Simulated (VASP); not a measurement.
A run of VASP 6.6.1 is set up as follows.

POSCAR

```
InGaAs2
1.0
    4.1568441023      0.0000000000      0.0000000000
    0.0000000000      4.1568441023      0.0000000000
    0.0000000000      0.0000000000      6.1592658789
In Ga As
1 1 2
Direct
    0.0000000000      0.0000000000      0.5000000000
    0.5000000000      0.5000000000      0.0000000000
    0.5000000000      0.0000000000      0.7684750000
    0.0000000000      0.5000000000      0.2315250000
```

The input INCAR.step1:

```
PREC     = Accurate       # precision mode
ENCUT    = 520            # plane-wave cutoff, eV
ISMEAR   = 0              # smearing method
SIGMA    = 0.03           # smearing width, eV
LREAL    = F              # projectors in reciprocal space
LASPH    = T              # aspherical terms in the spheres
NELM     = 60             # most SCF steps
NBANDS   = 26             # bands
GGA      = PE             # functional
ALGO     = Normal         # electronic algorithm
EDIFF    = 1E-4           # SCF threshold, eV
LWAVE    = T              # write WAVECAR
LCHARG   = F              # write CHGCAR
```

INCAR.step2

```
PREC     = Accurate       # precision mode
ENCUT    = 520            # plane-wave cutoff, eV
EDIFF    = 1E-6           # SCF threshold, eV
ISMEAR   = 0              # smearing method
SIGMA    = 0.03           # smearing width, eV
LREAL    = F              # projectors in reciprocal space
LASPH    = T              # aspherical terms in the spheres
NELM     = 60             # most SCF steps
ALGO     = Normal         # electronic algorithm
ISIF     = 2              # what is computed and relaxed
LWAVE    = F              # write WAVECAR
LCHARG   = F              # write CHGCAR
METAGGA  = R2SCAN         # meta-GGA
LMIXTAU  = T            
NBANDS   = 26             # bands
ISTART   = 1
```

Contents of KPOINTS:

```
Automatic mesh
0
Gamma
  10 10 6
```

Potentials or basis: VASP PAW PBE potentials, release 64 (In_d, Ga_d, As).

The run is started by

```bash
$ cat potpaw_PBE.64/In_d/POTCAR potpaw_PBE.64/Ga_d/POTCAR potpaw_PBE.64/As/POTCAR > POTCAR
$ cp INCAR.step1 INCAR
$ mpirun -np 1 vasp_std > vasp.out
$ cp INCAR.step2 INCAR
$ mpirun -np 1 vasp_std > vasp.out
```

(1) What does it give for the band gap on the k mesh?

(2) Estimate the pressure.

(3) Predict the largest force.

Answers

(1) zero (filled and empty bands touch).

(2) -2.4 GPa.

(3) 0.052 eV/Å.

Caveat: semilocal functionals underestimate gaps, and a narrow one can read as zero; the PAW data sets were made with another functional, which shifts forces and pressure a little; spin-orbit coupling is left out, which moves the levels of the heavy elements.
